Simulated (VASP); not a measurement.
GaCu3, 4 atoms in the cell. Symmetry: Pm-3m, No. 221, cubic system. The conventional cell has a = 3.645 Å, b = 3.645 Å, c = 3.645 Å, α = 90.00°, β = 90.00°, γ = 90.00°. Ga (site symmetry m-3m) has 12 Cu at 2.58 Å within 3.4 Å. Within 3.4 Å of Cu (site symmetry 4/mmm) lie 4 Ga at 2.58 Å and 8 Cu at 2.58 Å. 

```yaml
Program: VASP 6.6.1
Task: single point
Functional: r2SCAN
Potentials_or_basis: VASP PAW PBE potentials, release 64 (Ga_d, Cu)
Cutoff: 520 eV
k_mesh: 1 × 1 × 1
Occupations: gaussian, width 0.1 eV
Spin: no spin polarisation
Dipole_correction: no
Further_INCAR_settings: ALGO = Normal; EDIFF = 1e-06; NBANDS = 31
```

Potentials or basis: VASP PAW PBE potentials, release 64 (Ga_d, Cu).

Command:

```bash
$ cat potpaw_PBE.64/Ga_d/POTCAR potpaw_PBE.64/Cu/POTCAR > POTCAR
$ cp INCAR.step1 INCAR
$ mpirun -np 1 vasp_gam > vasp.out
$ cp INCAR.step2 INCAR
$ mpirun -np 1 vasp_gam > vasp.out
```

Hardware: 1 thread of Intel Xeon 8259CL (shared host).

**Question.** How long does it take, and how much memory?

**Answer.** Wall time 75 s on 1 thread of Intel Xeon 8259CL, on a shared host, peak memory 0.16 GiB. Counts: k points 1.
